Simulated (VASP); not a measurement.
Input of a VASP 6.6.1 run:

INCAR

```
PREC = Accurate ; ENCUT = 520
EDIFF = 1E-8 ; ISMEAR = -1
SIGMA = 0.05 ; LREAL = False
LASPH = True ; NELM = 80
ALGO = Normal ; ISIF = 2
LWAVE = False ; LCHARG = False
GGA = PE ; LEFG = True
NBANDS = 21
```

Contents of KPOINTS:

```
Automatic mesh
0
Gamma
  10 10 10
```

The input POSCAR:

```
Ge
1.0
    0.0000000000      2.8381679760      2.8381679760
    2.8381679760      0.0000000000      2.8381679760
    2.8381679760      2.8381679760      0.0000000000
Ge
2
Direct
    0.5000000000      0.5000000000      0.5000000000
    0.7500000000      0.7500000000      0.7500000000
```

Potentials or basis: VASP PAW PBE potentials, release 64 (Ge_d).

Command:

```console
$ cat potpaw_PBE.64/Ge_d/POTCAR > POTCAR
$ mpirun -np 1 vasp_std > vasp.out
```

**Question.** Predict the pressure.

**Answer.** 2.9 GPa.

**Question.** Estimate the band gap on the k mesh.

**Answer.** Zero (filled and empty bands touch).

Caveat: without QUAD_EFG the Cq values of the log hold for a quadrupole moment of 1 mb, not for the nuclei.
